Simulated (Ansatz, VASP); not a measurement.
**Two plane-wave programs on Y3B2**

Contents of INCAR:

```
SYSTEM = Y3B2
PREC = Accurate
ENCUT = 520
EDIFF = 1E-6
ISMEAR = 0
SIGMA = 0.1
LREAL = .FALSE.
LASPH = .TRUE.
NELM = 100
ALGO = Normal
ISIF = 2
LWAVE = .FALSE.
LCHARG = .TRUE.
GGA = PE
LELF = .TRUE.
LVHAR = .TRUE.
NBANDS = 28
```

Contents of KPOINTS:

```
regular mesh
0
G
  6 6 4
  0 0 0
```

Contents of POSCAR:

```
Y3B2
1.0
    4.7660135500      0.0000000000      0.0000000000
   -2.3830067800      4.1274888100      0.0000000000
    0.0000000000      0.0000000000      4.3497475800
Y B
3 2
Direct
    0.3333333300      0.6666666700      0.9268482300
    0.6666666700      0.3333333300      0.9268482300
    0.0000000000      0.0000000000      0.0335862200
    0.3333333300      0.6666666700      0.4914142100
    0.6666666700      0.3333333300      0.4914142100
```

Input for Ansatz:

```yaml
crystal:
  lattice:
    - [4.76601355, 0.0, 0.0]
    - [-2.38300678, 4.12748881, 0.0]
    - [0.0, 0.0, 4.34974758]
  atoms:
    - { symbol: "Y", position: [0.33333333, 0.66666667, 0.92684823] }
    - { symbol: "Y", position: [0.66666667, 0.33333333, 0.92684823] }
    - { symbol: "Y", position: [0.0, 0.0, 0.03358622] }
    - { symbol: B, position: [0.33333333, 0.66666667, 0.49141421] }
    - { symbol: B, position: [0.66666667, 0.33333333, 0.49141421] }
basis:
  ecutwfc: 420
kpoints:
  mp_grid: { grid: [6, 6, 4] }
hamiltonian:
  xc: pbe
scf:
  occupations: { method: gaussian, width: 0.1 }
  lower_state_search: "off"
output:
  forces: true
  stress: true
  eigenvalues: true
```

Alike in both runs: task single point; functional PBE; k mesh 6 × 6 × 4; occupations gaussian, width 0.1 eV; no spin polarisation.

```csv
,VASP,Ansatz
version,VASP 6.6.1,Ansatz 0.2.0
potentials or method,"VASP PAW PBE potentials, release 64 (Y_sv, B), cutoff 520 eV","scalar-relativistic, plane waves, PAW"
valence electrons in the cell,39,39
```

|  | VASP | Ansatz | Ansatz less VASP |
| --- | --- | --- | --- |
| gap on the k mesh at the Fermi level (eV) | none | none | - |
| rms of the force components (eV/Å) | 3.764 | 3.731 | -0.0335 |

Atom by atom the forces differ by 0.034 eV/Å (rms over components). A gap of «none» marks a metal or a gap that the smearing closes.

The k mesh is coarse, so the values compare programs but aren't converged.
